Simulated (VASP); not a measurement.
# SiC (Pm) in VASP: further runs

SiC is run at these levels: LDA; tasks: single point.

Everything below comes from runs of VASP 6.6.1. Logs are shortened: lines on timing, memory, paths and dates and some standing lists are left out, and cuts for length are marked.

## 1. The cell of the first run

The structure is monoclinic, space group Pm (No. 6). The conventional cell has a = 5.142 Å, b = 2.899 Å, c = 5.703 Å, α = 90.00°, β = 91.43°, γ = 90.00°. Si (site symmetry m) has 3 C at 1.92 to 2.33 Å and 1 Si at 2.25 Å within 2.5 Å. Within 2.4 Å of Si (site symmetry m) lie 1 C at 1.83 Å and 3 Si at 2.22 to 2.23 Å. Within 2.4 Å of Si (site symmetry m) lie 1 C at 1.81 Å and 3 Si at 2.23 to 2.25 Å. Si (site symmetry m) has 3 C at 1.87 to 1.98 Å and 1 Si at 2.22 Å within 2.5 Å. C (site symmetry m) has 3 C at 1.59 to 1.72 Å and 1 Si at 1.98 Å within 2.1 Å. C (site symmetry m) has 1 C at 1.56 Å and 3 Si at 1.81 to 1.87 Å within 2.1 Å. C (site symmetry m) has 1 C at 1.59 Å and 3 Si at 1.83 to 1.92 Å within 2.1 Å. Within 2.1 Å of C (site symmetry m) lie 3 C at 1.56 to 1.72 Å.

## 2. Single point, LDA

File INCAR:

```
SYSTEM = SiC
ALGO = Normal ; EDIFF = 1E-6
ENCUT = 520 ; ISIF = 2
ISMEAR = 0 ; LASPH = .TRUE.
LCHARG = .FALSE. ; LREAL = .FALSE.
LWAVE = .FALSE. ; NBANDS = 26
NELM = 60 ; PREC = Accurate
SIGMA = 0.01
```

File KPOINTS:

```
k-points
0
G
  12 8 8
  0 0 0
```

File POSCAR:

```
SiC
1.0
    1.4494812807     -2.5105752228      0.0000000000
   -0.0571263095     -0.0329818902     -5.1419273967
    4.9385900955      2.8512963211      0.0688804992
Si C
4 4
Direct
    0.5000000000      0.9728076238      0.1889576976
    0.0000000000      0.3826240427      0.3464531444
    0.5000000000      0.5461486755      0.0929625228
    0.0000000000      0.5921325697      0.6910223065
    0.0000000000      0.9755624107      0.6773494050
    0.5000000000      0.4001152996      0.8004842686
    0.0000000000      0.0333415061      0.4039326261
    0.5000000000      0.0972678718      0.7988380289
```

Potentials or basis: VASP PAW LDA potentials, release 64 (Si, C).

Command:

```bash
cat potpaw_LDA.64/Si/POTCAR potpaw_LDA.64/C/POTCAR > POTCAR
mpirun -np 1 vasp_std > vasp.out
```

OUTCAR:

```text
SYSTEM = SiC
   EDIFF = 1E-6
   ENCUT = 520
   ISIF = 2
   ISMEAR = 0
   LASPH = .TRUE.
   LREAL = .FALSE.
   NELM = 60
   PREC = Accurate

 ion  position               nearest neighbor table
   1  0.500  0.973  0.189-   7 1.92   7 1.92   3 2.25   8 2.33   2 2.69   2 2.69   3 3.01
   2  0.000  0.383  0.346-   7 1.83   4 2.22   3 2.23   3 2.23   1 2.69   1 2.69
   3  0.500  0.546  0.093-   6 1.81   2 2.23   2 2.23   1 2.25   4 2.73   4 2.73   1 3.01
   4  0.000  0.592  0.691-   6 1.87   6 1.87   5 1.98   2 2.22   3 2.73   3 2.73
   5  0.000  0.976  0.677-   7 1.59   8 1.72   8 1.72   4 1.98
   6  0.500  0.400  0.800-   8 1.56   3 1.81   4 1.87   4 1.87
   7  0.000  0.033  0.404-   5 1.59   2 1.83   1 1.92   1 1.92
   8  0.500  0.097  0.799-   6 1.56   5 1.72   5 1.72   1 2.33

  LATTYP: Found a simple monoclinic cell.
 ALAT       =     5.1423504911
 B/A-ratio  =     0.5637427022
 C/A-ratio  =     1.1090276001
 COS(beta)  =    -0.0249035480

  Lattice vectors:

 A1 = (  -0.0571263095,  -0.0329818902,  -5.1419273967)
 A2 = (  -1.4494812807,   2.5105752228,   0.0000000000)
 A3 = (   4.9385900955,   2.8512963211,   0.0688804992)

Analysis of symmetry for initial positions (statically):
=====================================================================
 Subroutine PRICEL returns:
 Original cell was already a primitive cell.

 Routine SETGRP: Setting up the symmetry group for a
 simple monoclinic supercell.

 Subroutine GETGRP returns: Found  2 space group operations
 (whereof  2 operations were pure point group operations)
 out of a pool of  4 trial point group operations.

The static configuration has the point symmetry C_1h.

Analysis of symmetry for dynamics (positions and initial velocities):
=====================================================================
 Subroutine PRICEL returns:
 Original cell was already a primitive cell.

 Routine SETGRP: Setting up the symmetry group for a
 simple monoclinic supercell.

 Subroutine GETGRP returns: Found  2 space group operations
 (whereof  2 operations were pure point group operations)
 out of a pool of  4 trial point group operations.

The dynamic configuration has the point symmetry C_1h.

 Subroutine INISYM returns: Found  2 space group operations
 (whereof  2 operations are pure point group operations),
 and found     1 'primitive' translations

----------------------------------------------------------------------------------------

                                     Primitive cell

  volume of cell :      84.9911
[... 109 lines left out ...]
   POTIM  = 0.5000    time-step for ionic-motion
   TEBEG  =    0.0;   TEEND  =   0.0 temperature during run
   PSTRESS=    0.0 pullay stress
   NELECT =      32.0000    total number of electrons
   NUPDOWN=      -1.0000    fix difference up-down
   EMIN   =  10.00;   EMAX   =-10.00  energy-range for DOS
   EFERMI =   0.00;   METHOD = LEGACY
   ISMEAR =     0;   SIGMA  =   0.01  broadening in eV -4-tet -1-fermi 0-gaus
   EFERMI_NEDOS =   21; number of points for ismear=-14 and -15
   IALGO  =     38    algorithm
   IMIX   =      4    mixing-type and parameters
     AMIX     =   0.40;   BMIX     =  1.00
     AMIX_MAG =   1.60;   BMIX_MAG =  1.00
  volume/ion in A,a.u.               =      10.62        71.69
  Fermi-wavevector in a.u.,A,eV,Ry     =   1.182135  2.233911 19.013358  1.397442
  Thomas-Fermi vector in A             =   2.318395
   LORBIT       =      0    0 simple, 1 ext, 2 COOP (PROOUT), +10 PAW based schemes
   GGA     = CA    functional components
   LHFCALC =     F    Hartree Fock is set to
   AEXX    =    0.0000 exact exchange contribution
   IVDW    =     0    specifies the selected vdW correction
   LEPSILON=     F    determine dielectric tensor
   LRPA    =     F    only Hartree local field effects (RPA)
 non-spin polarized calculation
 Gauss-broadening in eV      SIGMA  =   0.01
  energy-cutoff  :      520.00
  volume of cell :       84.99
 maximum number of plane-waves:      2319
 NGX is ok and might be reduce to    24
   NGX = 11   NGY = 19   NGZ = 21

 number of electron      32.0000000 magnetization

 Free energy of the ion-electron system (eV)
  ---------------------------------------------------
  ext. energy  EPLUGINS =         0.00000000
  ---------------------------------------------------
  free energy    TOTEN  =       -59.18044261 eV

  energy without entropy =      -59.18036581  energy(sigma->0) =      -59.18040421

 E-fermi :   9.7969     XC(G=0): -11.5170

 val. band max:        9.7864960243   @ k =   0.3333   0.0000   0.1250
 cond. band min:       9.8034746088   @ k =   0.3333   0.2500   0.1250
 fundamental gap:      0.0169785845
 Fermi energy:         9.7969049388

 k-point     1 :       0.0000    0.0000    0.0000
  band No.  band energies     occupation
      1      -8.2325      2.00000
      2      -5.2805      2.00000
      3      -4.4608      2.00000
      4      -2.0683      2.00000
      5      -1.4082      2.00000
      6      -0.0832      2.00000
[... 685 lines left out ...]
     25      15.1903      0.00000
     26      16.1824      0.00000

 [... further k-points ...]

------------------------ aborting loop because EDIFF is reached ----------------------------------------

  FORCE on cell =-STRESS in cart. coord.  units (eV):
  Direction    XX          YY          ZZ          XY          YZ          ZX
  --------------------------------------------------------------------------------------
  -------------------------------------------------------------------------------------
  Total        0.1895851      0.2044923      0.1925753     -0.0129100      0.0064066      0.0110966
  in kB        3.5738906      3.8549081      3.6302595     -0.2433682      0.1207722      0.2091835
  external PRESSURE =       3.6863527 kB  Pullay stress =       0.0000000 kB

 VOLUME and BASIS-vectors are now :
 -----------------------------------------------------------------------------
  energy-cutoff  :      520.00
  volume of cell :       84.99
      direct lattice vectors                 reciprocal lattice vectors
     1.449481281 -2.510575223  0.000000000     0.172475494 -0.298736319  0.000000000
    -0.057126309 -0.032981890 -5.141927397     0.002034679  0.001174723 -0.194509743
     4.938590096  2.851296321  0.068880499     0.151888741  0.087693006 -0.002249959

 POSITION                                       TOTAL-FORCE (eV/Angst)
 -----------------------------------------------------------------------------------
      1.60235     -0.74860     -4.98909        -0.017192     -0.009926      0.001016
      1.68913      0.97522     -1.94356        -0.003919     -0.002262     -0.013415
      1.15264     -1.00824     -2.80185         0.010434      0.006024      0.001549
      3.37885      1.95078     -2.99710        -0.007799     -0.004503     -0.012608
      3.28942      1.89915     -4.96961         0.030169      0.017418      0.011908
      4.65515      1.01393     -2.00223        -0.006764     -0.003905     -0.022314
      1.99295      1.15063     -0.14362        -0.017410     -0.010051      0.006160
      4.66432      1.01923     -0.44512         0.012481      0.007206      0.027704
 -----------------------------------------------------------------------------------
    total drift:                               -0.000360     -0.000208     -0.000279

  FREE ENERGIE OF THE ION-ELECTRON SYSTEM (eV)
  ---------------------------------------------------
  free  energy   TOTEN  =       -59.1804426086 eV

  energy  without entropy=      -59.1803658081  energy(sigma->0) =      -59.18040421
```

OSZICAR:

```text
N       E                     dE             d eps       ncg     rms          rms(c)
DAV:   1     0.728878901740E+02    0.72888E+02   -0.14359E+04 12376   0.111E+03
DAV:   2    -0.557069671382E+02   -0.12859E+03   -0.11931E+03 15636   0.193E+02
DAV:   3    -0.631323546677E+02   -0.74254E+01   -0.73114E+01 16480   0.437E+01
DAV:   4    -0.632515907898E+02   -0.11924E+00   -0.11895E+00 15608   0.629E+00
DAV:   5    -0.632541783689E+02   -0.25876E-02   -0.25852E-02 16478   0.866E-01    0.142E+01
DAV:   6    -0.594182668811E+02    0.38359E+01   -0.87680E+00 14996   0.167E+01    0.750E+00
DAV:   7    -0.592654047854E+02    0.15286E+00   -0.23180E+00 14538   0.803E+00    0.337E+00
DAV:   8    -0.591890766015E+02    0.76328E-01   -0.14879E-01 15750   0.208E+00    0.125E+00
DAV:   9    -0.591807264131E+02    0.83502E-02   -0.24891E-02 15516   0.927E-01    0.235E-01
DAV:  10    -0.591805059902E+02    0.22042E-03   -0.33003E-03 15864   0.310E-01    0.110E-01
DAV:  11    -0.591804404760E+02    0.65514E-04   -0.44839E-04 15280   0.126E-01    0.428E-02
DAV:  12    -0.591804421107E+02   -0.16347E-05   -0.55875E-05 15808   0.421E-02    0.219E-02
DAV:  13    -0.591804426086E+02   -0.49794E-06   -0.43109E-06 13836   0.120E-02
   1 F= -.59180443E+02 E0= -.59180404E+02  d E =-.768005E-04
```

Wall time 2.9 min (1 thread of Intel Xeon 6975P-C (Granite Rapids), shared host); peak memory 0.45 GiB.

What came out:

```yaml
Free_energy: -59.1804 eV
Pressure: 0.4 GPa
Largest_force: 0.037 eV/Å
Band_gap_on_the_k_mesh: zero (bands 16 and 17 overlap by 2.12 eV)
```

Forces in eV/Å, atoms in the order of the input:
```
Si  -0.017 -0.010  0.001
Si  -0.004 -0.002 -0.013
Si   0.010  0.006  0.002
Si  -0.008 -0.005 -0.013
C    0.030  0.017  0.012
C   -0.007 -0.004 -0.022
C   -0.017 -0.010  0.006
C    0.012  0.007  0.028
```

## 3. Single point, LDA

This run uses another cell than the first one, of 10.60 Å³/atom.

File INCAR:

```
PREC     = Accurate       # precision mode
ENCUT    = 520            # plane-wave cutoff, eV
EDIFF    = 1E-6           # SCF threshold, eV
ISMEAR   = 0              # smearing method
SIGMA    = 0.01           # smearing width, eV
LREAL    = False          # projectors in reciprocal space
LASPH    = True           # aspherical terms in the spheres
NELM     = 100            # most SCF steps
ALGO     = Normal         # electronic algorithm
ISIF     = 2              # what is computed and relaxed
LWAVE    = False          # write WAVECAR
LCHARG   = False          # write CHGCAR
GGA      = CA             # functional
NBANDS   = 26             # bands
```

File KPOINTS:

```
Automatic mesh
0
Gamma
  12 8 8
```

File POSCAR:

```
SiC
1.0
    1.5290233811     -2.6483461820      0.0000000000
    0.0272045349      0.0157065455     -5.1381317520
    4.6733972970      2.6981871875     -0.0328020830
C Si
4 4
Direct
    0.5000000000      0.9538611333      0.1788156869
    0.0000000000      0.8889192842      0.6586938719
    0.0000000000      0.4572392510      0.3642430282
    0.0000000000      0.5785150884      0.6305624592
    0.5000000000      0.4517652958      0.7940047083
    0.5000000000      0.5839357763      0.1981346508
    0.0000000000      0.0746886683      0.3459424213
    0.5000000000      0.0110755026      0.8296031735
```

Potentials or basis: VASP PAW LDA potentials, release 64 (C, Si).

Command:

```bash
cat potpaw_LDA.64/C/POTCAR potpaw_LDA.64/Si/POTCAR > POTCAR
mpirun -np 1 vasp_std > vasp.out
```

It took 2.6 min on 1 thread of Intel Xeon 6975P-C (Granite Rapids), shared host; peak memory 0.44 GiB.

The run converged. Its results:

* Free energy: -63.5908 eV
* Pressure: 0.3 GPa
* Largest force: 0.029 eV/Å
* Band gap on the k mesh: 0.50 eV (least direct gap 1.15 eV)

Forces in eV/Å, atoms in the order of the input:
```
C   -0.004 -0.002 -0.003
C    0.012  0.007 -0.015
C   -0.016 -0.009  0.023
C    0.017  0.010  0.004
Si   0.013  0.008  0.010
Si  -0.018 -0.011  0.011
Si  -0.003 -0.002 -0.013
Si  -0.001  0.000 -0.018
```

Levels at points of the mesh, in eV from the valence-band top:
```
           k point  band 13  band 14  band 15  band 16  band 17  band 18  band 19  band 20
(0.00, 0.00, 0.00)    -2.36    -1.28    -0.54     0.00     1.15     2.62     3.28     4.48
(0.50, 0.00, 0.00)    -4.83    -3.79    -3.53    -2.82     1.39     1.60     3.55     4.86
(0.00, 0.50, 0.00)    -2.18    -2.06    -0.91    -0.43     1.52     2.01     2.41     3.93
(0.50, 0.50, 0.00)    -4.50    -3.47    -2.73    -1.22     1.47     3.29     3.31     3.62
(0.00, 0.00, 0.50)    -2.27    -2.05    -1.87    -0.41     1.48     2.88     4.09     5.05
(0.50, 0.00, 0.50)    -4.12    -3.57    -2.49    -1.26     0.64     1.07     2.69     3.94
(0.00, 0.50, 0.50)    -2.84    -2.83    -2.71    -0.88     2.01     2.98     3.28     3.94
(0.50, 0.50, 0.50)    -3.18    -3.04    -2.15    -1.36     0.50     1.01     1.97     2.85
```
